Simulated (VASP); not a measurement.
# GdN (Fm-3m) in VASP: single point with PBE

Aim: the single point of GdN with PBE.

Program: VASP 6.6.1. These are calculated values, not measurements. Logs are shortened: lines on timing, memory, paths and dates and some standing lists are left out, and cuts for length are marked.

### 1 The cell of the first run

Symmetry: Fm-3m, No. 225, cubic system. Conventional cell: a = 4.999 Å, b = 4.999 Å, c = 4.999 Å, α = 90.00°, β = 90.00°, γ = 90.00°. Gd (site symmetry m-3m) has 6 N at 2.50 Å within 3.3 Å. N (site symmetry m-3m) has 6 Gd at 2.50 Å within 3.3 Å.

### 2 Single point, PBE

POSCAR reads:

```
GdN
1.0
    0.0000000000      2.4995000000      2.4995000000
    2.4995000000      0.0000000000      2.4995000000
    2.4995000000      2.4995000000      0.0000000000
Gd N
1 1
Direct
    0.0000000000      0.0000000000      0.0000000000
    0.5000000000      0.5000000000      0.5000000000
```

INCAR.step1 reads:

```
  PREC = Accurate
  ENCUT = 520
  EDIFF = 1E-7
  ISMEAR = -1
  SIGMA = 0.05
  LREAL = F
  LASPH = T
  NELM = 80
  ALGO = Normal
  ISIF = 2
  LWAVE = F
  LCHARG = T
  LMAXMIX = 6
  GGA = PE
  NBANDS = 18
```

KPOINTS.step1 reads:

```
regular mesh
0
Gamma
  11 11 11
```

INCAR.step2 reads:

```
  PREC = Accurate
  ENCUT = 520
  EDIFF = 1E-7
  ISMEAR = -5
  SIGMA = 0.05
  LREAL = F
  LASPH = T
  NELM = 80
  ALGO = Normal
  ISIF = 2
  LWAVE = F
  LCHARG = F
  LMAXMIX = 6
  GGA = PE
  LORBIT = 11
  NEDOS = 2001
  ICHARG = 11
```

KPOINTS.step2 reads:

```
regular mesh
0
Gamma
  17 17 17
```

Potentials or basis: VASP PAW PBE potentials, release 64 (Gd, N).

Run with:

```console
> cat potpaw_PBE.64/Gd/POTCAR potpaw_PBE.64/N/POTCAR > POTCAR
> cp INCAR.step1 INCAR
> cp KPOINTS.step1 KPOINTS
> mpirun -np 1 vasp_std > vasp.out
> cp INCAR.step2 INCAR
> cp KPOINTS.step2 KPOINTS
> mpirun -np 1 vasp_std > vasp.out
```

OUTCAR:

```text
PREC = Accurate
   ENCUT = 520
   EDIFF = 1E-7
   ISMEAR = -5
   LREAL = F
   LASPH = T
   NELM = 80
   ISIF = 2
   GGA = PE
   LORBIT = 11
   ICHARG = 11

 ion  position               nearest neighbor table
   1  0.000  0.000  0.000-   2 2.50   2 2.50   2 2.50   2 2.50   2 2.50   2 2.50
   2  0.500  0.500  0.500-   1 2.50   1 2.50   1 2.50   1 2.50   1 2.50   1 2.50

  LATTYP: Found a face centered cubic cell.
 ALAT       =     4.9990000000

  Lattice vectors:

 A1 = (   0.0000000000,   2.4995000000,   2.4995000000)
 A2 = (   2.4995000000,   0.0000000000,   2.4995000000)
 A3 = (   2.4995000000,   2.4995000000,   0.0000000000)

Analysis of symmetry for initial positions (statically):
=====================================================================
 Subroutine PRICEL returns:
 Original cell was already a primitive cell.

 Routine SETGRP: Setting up the symmetry group for a
 face centered cubic supercell.

 Subroutine GETGRP returns: Found 48 space group operations
 (whereof 48 operations were pure point group operations)
 out of a pool of 48 trial point group operations.

The static configuration has the point symmetry O_h .

Analysis of symmetry for dynamics (positions and initial velocities):
=====================================================================
 Subroutine PRICEL returns:
 Original cell was already a primitive cell.

 Routine SETGRP: Setting up the symmetry group for a
 face centered cubic supercell.

 Subroutine GETGRP returns: Found 48 space group operations
 (whereof 48 operations were pure point group operations)
 out of a pool of 48 trial point group operations.

The dynamic configuration has the point symmetry O_h .

 Subroutine INISYM returns: Found 48 space group operations
 (whereof 48 operations are pure point group operations),
 and found     1 'primitive' translations

----------------------------------------------------------------------------------------

                                     Primitive cell

  volume of cell :      31.2313

  direct lattice vectors                    reciprocal lattice vectors
     0.000000000  2.499500000  2.499500000    -0.200040008  0.200040008  0.200040008
     2.499500000  0.000000000  2.499500000     0.200040008 -0.200040008  0.200040008
     2.499500000  2.499500000  0.000000000     0.200040008  0.200040008 -0.200040008

  length of vectors
     3.534826799  3.534826799  3.534826799     0.346479457  0.346479457  0.346479457

  position of ions in fractional coordinates (direct lattice)
     0.000000000  0.000000000  0.000000000
     0.500000000  0.500000000  0.500000000

  ion indices of the primitive-cell ions
   primitive index   ion index
                 1           1
                 2           2

----------------------------------------------------------------------------------------

 KPOINTS: regular mesh

Automatic generation of k-mesh.
 Grid dimensions read from file:
 generate k-points for:   17   17   17

 Generating k-lattice:

  Cartesian coordinates                     Fractional coordinates (reciprocal lattice)
    -0.011767059  0.011767059  0.011767059     0.058823529  0.000000000  0.000000000
     0.011767059 -0.011767059  0.011767059     0.000000000  0.058823529  0.000000000
     0.011767059  0.011767059 -0.011767059     0.000000000  0.000000000  0.058823529

  Length of vectors
     0.020381145  0.020381145  0.020381145

  Shift w.r.t. Gamma in fractional coordinates (k-lattice)
     0.000000000  0.000000000  0.000000000

 TETIRR: Found    693 inequivalent tetrahedra from    29478

 Subroutine IBZKPT returns following result:
 ===========================================

 Found    165 irreducible k-points:

 Following reciprocal coordinates:
            Coordinates               Weight
  0.000000  0.000000  0.000000      1.000000
  0.058824  0.000000  0.000000      8.000000
  0.117647  0.000000  0.000000      8.000000
  0.176471  0.000000  0.000000      8.000000
  0.235294  0.000000  0.000000      8.000000
  0.294118  0.000000  0.000000      8.000000
[... 16 lines left out ...]
 -0.176471  0.058824  0.000000     24.000000
 -0.117647  0.058824  0.000000     24.000000
 [... further k-points ...]
   k-points           NKPTS =    165   k-points in BZ     NKDIM =    165   number of bands    NBANDS=     15
   number of dos      NEDOS =   2001   number of ions     NIONS =      2
   total plane-waves  NPLWV =  21952
   dimension x,y,z NGX =    28 NGY =   28 NGZ =   28
   dimension x,y,z NGXF=    56 NGYF=   56 NGZF=   56
   ions per type =               1   1
   NGX,Y,Z   is equivalent  to a cutoff of  13.17, 13.17, 13.17 a.u.
   NGXF,Y,Z  is equivalent  to a cutoff of  26.34, 26.34, 26.34 a.u.
 SYSTEM =  unknown system
   PREC   = accura    normal or accurate (medium, high low for compatibility)
   ISTART =      0    job   : 0-new  1-cont  2-samecut
   ICHARG =     11    charge: 1-file 2-atom 10-const
   ISPIN  =      1    spin polarized calculation?
   LNONCOLLINEAR =      F non collinear calculations
   LSORBIT =      F    spin-orbit coupling
   LASPH  =      T    aspherical Exc in radial PAW
   ENCUT  =  520.0 eV  38.22 Ry    6.18 a.u.   6.57  6.57  6.57*2*pi/ulx,y,z
   NELM   =     80;   NELMIN=  2; NELMDL=  0     # of ELM steps
   EDIFF  = 0.1E-06   stopping-criterion for ELM
   LREAL  =      F    real-space projection
   EDIFFG = 0.1E-05   stopping-criterion for IOM
   NSW    =      0    number of steps for IOM
   IBRION =     -1    ionic relax: 0-MD 1-quasi-New 2-CG
   NFREE  =      0    steps in history (QN), initial steepest desc. (CG)
   ISIF   =      2    stress and relaxation
   ISYM   =      2    0-nonsym 1-usesym 2-fastsym
   POTIM  = 0.5000    time-step for ionic-motion
   TEBEG  =    0.0;   TEEND  =   0.0 temperature during run
   PSTRESS=    0.0 pullay stress
   NELECT =      23.0000    total number of electrons
   NUPDOWN=      -1.0000    fix difference up-down
   EMIN   =  10.00;   EMAX   =-10.00  energy-range for DOS
   EFERMI =   0.00;   METHOD = LEGACY
   ISMEAR =    -5;   SIGMA  =   0.05  broadening in eV -4-tet -1-fermi 0-gaus
   EFERMI_NEDOS =   21; number of points for ismear=-14 and -15
   IALGO  =     38    algorithm
   IMIX   =      4    mixing-type and parameters
     AMIX     =   0.40;   BMIX     =  1.00
     AMIX_MAG =   1.60;   BMIX_MAG =  1.00
  volume/ion in A,a.u.               =      15.62       105.38
  Fermi-wavevector in a.u.,A,eV,Ry     =   1.478385  2.793743 29.737208  2.185623
  Thomas-Fermi vector in A             =   2.592673
   LORBIT       =     11    0 simple, 1 ext, 2 COOP (PROOUT), +10 PAW based schemes
   GGA     = PE    functional components
   LHFCALC =     F    Hartree Fock is set to
   AEXX    =    0.0000 exact exchange contribution
   IVDW    =     0    specifies the selected vdW correction
   LEPSILON=     F    determine dielectric tensor
   LRPA    =     F    only Hartree local field effects (RPA)
 non-spin polarized calculation
 Fermi weights with tetrahedron method with Bloechl corrections
  energy-cutoff  :      520.00
  volume of cell :       31.23
 maximum number of plane-waves:       872

 number of electron      23.0000002 magnetization

 Free energy of the ion-electron system (eV)
  ---------------------------------------------------
  ext. energy  EPLUGINS =         0.00000000
  ---------------------------------------------------
  free energy    TOTEN  =       -15.35658870 eV

  energy without entropy =      -15.35658870  energy(sigma->0) =      -15.35658870

 E-fermi :   3.5984     XC(G=0): -11.5701

 val. band max:        3.5993690507   @ k =   0.1765   0.1176   0.0000
 cond. band min:       3.5961263692   @ k =   0.4706   0.2941   0.0588
 fundamental gap:     -0.0032426816
 Fermi energy:         3.5984076696

 k-point     1 :       0.0000    0.0000    0.0000
  band No.  band energies     occupation
      1     -37.9822      2.00000
      2     -15.4369      2.00000
      3     -15.4369      2.00000
      4     -15.4369      2.00000
      5      -9.5269      2.00000
      6       2.1818      2.00000
      7       2.1818      2.00000
      8       2.1818      2.00000
      9       3.4460      2.00000
     10       3.6659      0.00000
     11       3.6659      0.00000
     12       3.6659      0.00000
     13       4.7566      0.00000
     14       4.7566      0.00000
     15       4.7566      0.00000

 k-point     2 :       0.0588    0.0000    0.0000
  band No.  band energies     occupation
      1     -37.9787      2.00000
      2     -15.4948      2.00000
      3     -15.4402      2.00000
      4     -15.4402      2.00000
      5      -9.4572      2.00000
      6       2.0876      2.00000
      7       2.1507      2.00000
      8       2.1507      2.00000
      9       3.4468      2.00000
     10       3.6558      0.00000
     11       3.6558      0.00000
     12       3.6661      0.00000
     13       4.6107      0.00000
     14       4.6596      0.00000
     15       4.6596      0.00000
[... 365 lines left out ...]
      3     -15.5136      2.00000
      4     -15.4533      2.00000
      5      -8.8506      2.00000
      6       1.1478      2.00000
      7       1.7420      2.00000
      8       1.9877      2.00000
      9       3.4594      2.00000
     10       3.5678      2.06233
     11       3.5861      1.95213
     12       3.6623      0.00000
     13       3.9760      0.00000
     14       4.0399      0.00000
     15       4.1640      0.00000

 k-point    24 :      -0.1176    0.0588    0.0000
  band No.  band energies     occupation
      1     -37.9612      2.00000
      2     -15.7474      2.00000
      3     -15.4896      2.00000
      4     -15.4419      2.00000
      5      -9.1328      2.00000
      6       1.5723      2.00000
      7       1.9235      2.00000
      8       2.1157      2.00000
      9       3.4522      2.00000
     10       3.6048      0.60356
     11       3.6211     -0.18852
     12       3.6616      0.00000
     13       4.1716      0.00000
     14       4.2560      0.00000
     15       4.4034      0.00000

 [... further k-points ...]

------------------------ aborting loop because EDIFF is reached ----------------------------------------

  FORCE on cell =-STRESS in cart. coord.  units (eV):
  Direction    XX          YY          ZZ          XY          YZ          ZX
  --------------------------------------------------------------------------------------
  -------------------------------------------------------------------------------------
  Total       -2.3418288     -2.3418288     -2.3418288     -0.0000000     -0.0000000      0.0000000
  in kB     -120.1368671   -120.1368671   -120.1368671     -0.0000000     -0.0000000      0.0000000
  external PRESSURE =    -120.1368671 kB  Pullay stress =       0.0000000 kB

 VOLUME and BASIS-vectors are now :
 -----------------------------------------------------------------------------
  energy-cutoff  :      520.00
  volume of cell :       31.23
      direct lattice vectors                 reciprocal lattice vectors
     0.000000000  2.499500000  2.499500000    -0.200040008  0.200040008  0.200040008
     2.499500000  0.000000000  2.499500000     0.200040008 -0.200040008  0.200040008
     2.499500000  2.499500000  0.000000000     0.200040008  0.200040008 -0.200040008

 POSITION                                       TOTAL-FORCE (eV/Angst)
 -----------------------------------------------------------------------------------
      0.00000      0.00000      0.00000        -0.000000      0.000000      0.000000
      2.49950      2.49950      2.49950         0.000000      0.000000      0.000000
 -----------------------------------------------------------------------------------
    total drift:                                0.000000      0.000000     -0.000000

  FREE ENERGIE OF THE ION-ELECTRON SYSTEM (eV)
  ---------------------------------------------------
  free  energy   TOTEN  =       -15.3565887011 eV

  energy  without entropy=      -15.3565887011  energy(sigma->0) =      -15.35658870

 total charge

# of ion       s       p       d       f       tot
--------------------------------------------------
    1        2.020   5.607   0.451   7.181  15.258
    2        1.261   2.335   0.000   0.000   3.596
--------------------------------------------------
tot          3.281   7.942   0.451   7.181  18.854
```

Run time: 2.4 min. Hardware: 1 thread of Intel Xeon Platinum 8488C (Sapphire Rapids), shared host; peak memory 0.23 GiB.

What came out:

| Quantity | Value |
| --- | --- |
| Valence electrons inside the program's atomic spheres | Gd 15.26; N 3.60 |

Levels at points of the mesh, in eV from the Fermi level:
| k point | band 9 | band 10 | band 11 | band 12 | band 13 | band 14 |
| --- | --- | --- | --- | --- | --- | --- |
| (0.00, 0.00, 0.00) | -0.15 | 0.07 | 0.07 | 0.07 | 1.16 | 1.16 |

Caveat: spin-orbit coupling is left out, which moves the levels of the heavy elements; an odd number of electrons without spin polarisation forces a metal; a magnetic or distorted state may lie lower; the run has no spin polarisation, though such a crystal can be magnetic; semilocal functionals describe open f shells poorly, which spoils levels, moments and volumes. Spin polarisation is off, so any magnetic state and its effect on volume and gap are missing.
